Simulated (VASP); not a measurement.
Here is a VASP 6.6.1 calculation.

The input INCAR:

```
SYSTEM = Ru
PREC = Accurate
ENCUT = 520
EDIFF = 1E-6
ISMEAR = -1
SIGMA = 0.05
LREAL = .FALSE.
LASPH = .TRUE.
NELM = 80
ALGO = Normal
ISIF = 2
LWAVE = .FALSE.
LCHARG = .FALSE.
GGA = CA
NBANDS = 21
```

Contents of KPOINTS:

```
regular mesh
0
G
  11 11 6
  0 0 0
```

The input POSCAR:

```
Ru
1.0
    2.6732581335      0.0000000000      0.0000000000
   -1.3366290668      2.3151094545      0.0000000000
    0.0000000000      0.0000000000      4.2297277339
Ru
2
Direct
    0.6666666667      0.3333333333      0.7500000000
    0.3333333333      0.6666666667      0.2500000000
```

Potentials or basis: VASP PAW LDA potentials, release 64 (Ru_pv).

The run is started by

```console
$ cat potpaw_LDA.64/Ru_pv/POTCAR > POTCAR
$ mpirun -np 1 vasp_std > vasp.out
```

Problem. Estimate the pressure.

Solution. 1.0 GPa.

Problem. What does it give for the band gap on the k mesh?

Solution. Zero (band 14 reaches 14.97 eV, above the bottom of band 15 at 11.71 eV).

Stress tensor (GPa, compression positive):
```
0.95 0.00 0.00
0.00 0.95 0.00
0.00 0.00 1.07
```
